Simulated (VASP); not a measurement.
Write the native input for VASP 6.6.1 that does the following.

* Task: single point
* Functional: PBEsol
* Potentials or basis: VASP PAW PBE potentials, release 64 (In_d, Ge_d, Cl)
* Cutoff: 520 eV
* k mesh: 4 × 4 × 2
* Occupations: fermi-dirac, width 0.05 eV
* Spin: no spin polarisation
* Dipole correction: no
* Further INCAR settings: ALGO = Normal; EDIFF = 1e-07; NBANDS = 40

The structure of InGeCl5 lies in POSCAR:

```
InGeCl5
1.0
    3.7700022164      0.0624197325      0.0167342254
    0.0702019418      6.7591581192     -1.8424883703
    0.0274481992     -3.0534559028      8.7578870341
In Ge Cl
1 1 5
Direct
    0.0340282148      0.0396181742      0.5040210222
    0.4478066874      0.2901095201     -0.0322386920
    0.0273972009      0.0682250129     -0.0069960801
    0.5317495744     -0.0819445107      0.6364259548
    0.0219518304      0.4083396230      0.7992705832
    0.5277041261      0.1753563931      0.4011929643
    0.0239359640      0.6433874481      0.2486327077
```

These files were run (other wordings do the same):

INCAR

```
SYSTEM = InGeCl5
PREC = Accurate
ENCUT = 520
EDIFF = 1E-7
ISMEAR = -1
SIGMA = 0.05
LREAL = .FALSE.
LASPH = .TRUE.
NELM = 100
ALGO = Normal
ISIF = 2
LWAVE = .FALSE.
LCHARG = .FALSE.
GGA = PS
NBANDS = 40
```

KPOINTS

```
Automatic mesh
0
G
  4 4 2
  0 0 0
```

Potentials or basis: VASP PAW PBE potentials, release 64 (In_d, Ge_d, Cl).

Command:

```console
$ cat potpaw_PBE.64/In_d/POTCAR potpaw_PBE.64/Ge_d/POTCAR potpaw_PBE.64/Cl/POTCAR > POTCAR
$ mpirun -np 1 vasp_std > vasp.out
```

Results of the run:

- Pressure: 0.0 GPa
- Largest force: 0.013 eV/Å
- Band gap on the k mesh: 2.65 eV (least direct gap 3.02 eV)

Caveat: the PAW data sets were made with another functional, which shifts forces and pressure a little; spin-orbit coupling is left out, which moves the levels of the heavy elements.

Wall time 92 s on 1 thread of Intel(R) Xeon(R) 6975P-C (Granite Rapids) (shared host), peak memory 0.4 GiB.
